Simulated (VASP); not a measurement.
# Sn4F (Pm-3m) in VASP: notebook, part 2 of 2

VASP 6.6.1. The steps go on from the part before.

### 3 Relaxation of cell and atoms, PBE

This run uses another cell than the first one, of 29.62 Å³/atom, 1.164 times its volume.

Contents of INCAR:

```
SYSTEM = Sn4F
ALGO = Normal ; EDIFF = 1E-7
EDIFFG = -0.04 ; ENCUT = 600
GGA = PE ; IBRION = 2
ISIF = 3 ; ISMEAR = 0
LASPH = .True. ; LCHARG = .False.
LREAL = .False. ; LWAVE = .False.
NELM = 100 ; NSW = 90
PREC = Accurate ; SIGMA = 0.1
```

Contents of KPOINTS:

```
k-points
0
Gamma
  4 4 4
  0 0 0
```

Contents of POSCAR:

```
Sn4F
1.0
    5.2906436800      0.0000000000      0.0000000000
    0.0000000000      5.2906436800      0.0000000000
    0.0000000000      0.0000000000      5.2906436800
Sn F
4 1
Direct
    0.0000000000      0.5000000000      0.5000000000
    0.5000000000      0.0000000000      0.5000000000
    0.5000000000      0.5000000000      0.0000000000
    0.0000000000      0.0000000000      0.0000000000
    0.5000000000      0.5000000000      0.5000000000
```

Potentials or basis: VASP PAW PBE potentials, release 64 (Sn_d, F).

Launch:

```sh
$ cat potpaw_PBE.64/Sn_d/POTCAR potpaw_PBE.64/F/POTCAR > POTCAR
$ mpirun -np 1 vasp_std > vasp.out
```

OUTCAR:

```text
SYSTEM = Sn4F
   EDIFF = 1E-7
   EDIFFG = -0.04
   ENCUT = 600
   GGA = PE
   IBRION = 2
   ISIF = 3
   ISMEAR = 0
   LASPH = .True.
   LREAL = .False.
   NELM = 100
   NSW = 90
   PREC = Accurate

 ion  position               nearest neighbor table
   1  0.000  0.500  0.500-   5 2.65   5 2.65   4 3.74   2 3.74   3 3.74   4 3.74   2 3.74   4 3.74
                             4 3.74   2 3.74   3 3.74   3 3.74   3 3.74   2 3.74
   2  0.500  0.000  0.500-   5 2.65   5 2.65   4 3.74   1 3.74   3 3.74   4 3.74   1 3.74   3 3.74
                             3 3.74   3 3.74   1 3.74   4 3.74   4 3.74   1 3.74
   3  0.500  0.500  0.000-   5 2.65   5 2.65   4 3.74   1 3.74   1 3.74   2 3.74   2 3.74   2 3.74
                             4 3.74   2 3.74   1 3.74   4 3.74   1 3.74   4 3.74
   4  0.000  0.000  0.000-   1 3.74   2 3.74   3 3.74   1 3.74   2 3.74   1 3.74   3 3.74   1 3.74
                             2 3.74   3 3.74   2 3.74   3 3.74
   5  0.500  0.500  0.500-   1 2.65   2 2.65   3 2.65   3 2.65   2 2.65   1 2.65

  LATTYP: Found a simple cubic cell.
 ALAT       =     5.2906436800

  Lattice vectors:

 A1 = (   5.2906436800,   0.0000000000,   0.0000000000)
 A2 = (   0.0000000000,   5.2906436800,   0.0000000000)
 A3 = (   0.0000000000,   0.0000000000,   5.2906436800)

Analysis of symmetry for initial positions (statically):
=====================================================================
 Subroutine PRICEL returns:
[... 156 lines left out ...]

 Free energy of the ion-electron system (eV)
  ---------------------------------------------------
  ext. energy  EPLUGINS =         0.00000000
  ---------------------------------------------------
  free energy    TOTEN  =       -18.71636898 eV

  energy without entropy =      -18.69858044  energy(sigma->0) =      -18.70747471

------------------------ aborting loop because EDIFF is reached ----------------------------------------

  FORCE on cell =-STRESS in cart. coord.  units (eV):
  Direction    XX          YY          ZZ          XY          YZ          ZX
  --------------------------------------------------------------------------------------
  -------------------------------------------------------------------------------------
  Total       -4.5799639     -4.5799639     -4.5799639      0.0000000     -0.0000000      0.0000000
  in kB      -49.5503919    -49.5503919    -49.5503919      0.0000000     -0.0000000      0.0000000
  external PRESSURE =     -49.5503919 kB  Pullay stress =       0.0000000 kB
[... 65 lines left out ...]
--------------------------------------- Ionic step        3  -------------------------------------------

 number of electron      63.0000012 magnetization

 Free energy of the ion-electron system (eV)
  ---------------------------------------------------
  ext. energy  EPLUGINS =         0.00000000
  ---------------------------------------------------
  free energy    TOTEN  =       -19.07124064 eV

  energy without entropy =      -19.05050919  energy(sigma->0) =      -19.06087491

 E-fermi :   6.8767     XC(G=0):  -9.9614

 val. band max:        6.8752192958   @ k =   0.5000   0.5000   0.0000
 cond. band min:       6.8871124252   @ k =   0.2500   0.2500   0.0000
 fundamental gap:      0.0118931294
 Fermi energy:         6.8767269257

 k-point     1 :       0.0000    0.0000    0.0000
  band No.  band energies     occupation
      1     -18.2970      2.00000
      2     -14.9280      2.00000
      3     -14.9280      2.00000
      4     -14.9280      2.00000
      5     -14.8667      2.00000
      6     -14.8667      2.00000
[... 421 lines left out ...]
  FREE ENERGIE OF THE ION-ELECTRON SYSTEM (eV)
  ---------------------------------------------------
  free  energy   TOTEN  =       -19.0712406355 eV

  energy  without entropy=      -19.0505091903  energy(sigma->0) =      -19.06087491

 reached required accuracy - stopping structural energy minimisation
```

OSZICAR:

```text
N       E                     dE             d eps       ncg     rms          rms(c)
DAV:   1     0.733593114852E+03    0.73359E+03   -0.33581E+04   755   0.263E+03
DAV:   2     0.105886589114E+03   -0.62771E+03   -0.61430E+03   740   0.688E+02
DAV:   3    -0.118864736148E+02   -0.11777E+03   -0.11397E+03   880   0.232E+02
[... 40 lines left out ...]
DAV:   8    -0.190712408317E+02    0.16594E-05   -0.32084E-05  1068   0.397E-02    0.855E-03
DAV:   9    -0.190712409586E+02   -0.12691E-06   -0.58695E-06   822   0.154E-02    0.594E-03
DAV:  10    -0.190712407718E+02    0.18685E-06   -0.20771E-06   894   0.801E-03    0.192E-03
DAV:  11    -0.190712406211E+02    0.15067E-06   -0.16390E-07   580   0.251E-03    0.153E-03
DAV:  12    -0.190712406355E+02   -0.14448E-07   -0.26537E-07   581   0.366E-03
   3 F= -.19071241E+02 E0= -.19060875E+02  d E =-.354872E+00
```

It took 1.8 min on 1 thread of AMD EPYC 9R45 (Zen 5), shared host; peak memory 0.26 GiB.

What came out:

- Free energy: -19.0712 eV
- Relaxed volume: 25.58 Å³/atom
- Relaxed cell: a = 5.038 Å, b = 5.038 Å, c = 5.038 Å, α = 90.00°, β = 90.00°, γ = 90.00°
- Space group after relaxing (to 0.05 Å): Pm-3m (No. 221)
- Energy gained by relaxing: 71.0 meV/atom
- Ionic steps: 3
- Pressure after relaxing: 0.0 GPa

Step by step:
```tsv
step	energy change (eV)	largest force (eV/Å)	pressure (GPa)	volume (Å³)
1	0.0000	0.0000	-4.96	148.09
2	-0.3525	0.0000	-0.51	129.31
3	-0.3549	0.0000	-0.02	127.89
```

Final structure:
```
Sn F
1.0
     5.03828    0.00000    0.00000
     0.00000    5.03828    0.00000
     0.00000    0.00000    5.03828
Sn F
4 1
Direct
  0.00000 0.50000 0.50000
  0.50000 0.00000 0.50000
  0.50000 0.50000 0.00000
  0.00000 0.00000 0.00000
  0.50000 0.50000 0.50000
```

Caveat: spin-orbit coupling is left out, which moves the levels of the heavy elements; an odd number of electrons without spin polarisation forces a metal; a magnetic or distorted state may lie lower.

### 4 Single point, PBE

This run uses another cell than the first one, of 29.62 Å³/atom, 1.164 times its volume.

Contents of INCAR:

```
PREC     = Accurate       # precision mode
ENCUT    = 520            # plane-wave cutoff, eV
EDIFF    = 1E-7           # SCF threshold, eV
ISMEAR   = 0              # smearing method
SIGMA    = 0.1            # smearing width, eV
LREAL    = F              # projectors in reciprocal space
LASPH    = T              # aspherical terms in the spheres
NELM     = 60             # most SCF steps
ALGO     = Normal         # electronic algorithm
ISIF     = 2              # what is computed and relaxed
LWAVE    = F              # write WAVECAR
LCHARG   = F              # write CHGCAR
GGA      = PE             # functional
NBANDS   = 40             # bands
```

Contents of KPOINTS:

```
Automatic mesh
0
Gamma
  4 4 4
```

POSCAR is that of step 3.

Launch:

```sh
$ cat potpaw_PBE.64/Sn_d/POTCAR potpaw_PBE.64/F/POTCAR > POTCAR
$ mpirun -np 1 vasp_std > vasp.out
```

Run time: 24 s. Hardware: 1 thread of Intel Xeon 6975P-C (Granite Rapids), shared host; peak memory 0.24 GiB.

Results (log left out):

* Free energy: -18.7144 eV
* Pressure: -5.0 GPa

Levels at points of the mesh, in eV from the Fermi level:
```tsv
k point	band 27	band 28	band 29	band 30	band 31	band 32	band 33	band 34	band 35	band 36
(0.00, 0.00, 0.00)	-5.57	-5.11	-1.86	-1.86	-1.86	1.49	1.49	1.49	2.73	2.73
(0.50, 0.00, 0.00)	-5.43	-3.86	-1.22	-1.22	-0.15	-0.15	0.06	0.96	1.55	1.73
(0.50, 0.50, 0.00)	-4.40	-4.40	-0.97	-0.87	-0.87	0.07	0.07	0.21	0.23	2.15
(0.50, 0.50, 0.50)	-4.16	-4.16	-3.35	-3.35	-3.35	-1.68	3.67	3.67	3.96	3.96
```

Caveat: spin-orbit coupling is left out, which moves the levels of the heavy elements; an odd number of electrons without spin polarisation forces a metal; a magnetic or distorted state may lie lower.

### 5 Summary

```csv
task,cell,cutoff (eV),gap on the mesh (eV),pressure (GPa)
single point,"a = 5.029 Å, 5 atoms",520,none,0.2
relaxation of cell and atoms,"relaxed from a = 5.291 Å, 5 atoms",600,none,0.0
single point,"a = 5.291 Å, 5 atoms",520,none,-5.0
```

Alike in all rows: level PBE; potentials or basis VASP PAW PBE potentials, release 64 (Sn_d, F); no spin polarisation; k mesh 4 × 4 × 4; smearing gaussian 0.1 eV.

Caveats: spin-orbit coupling is left out, which moves the levels of the heavy elements; an odd number of electrons without spin polarisation forces a metal; a magnetic or distorted state may lie lower.

Absolute energies hang on the potentials; compare differences alone.
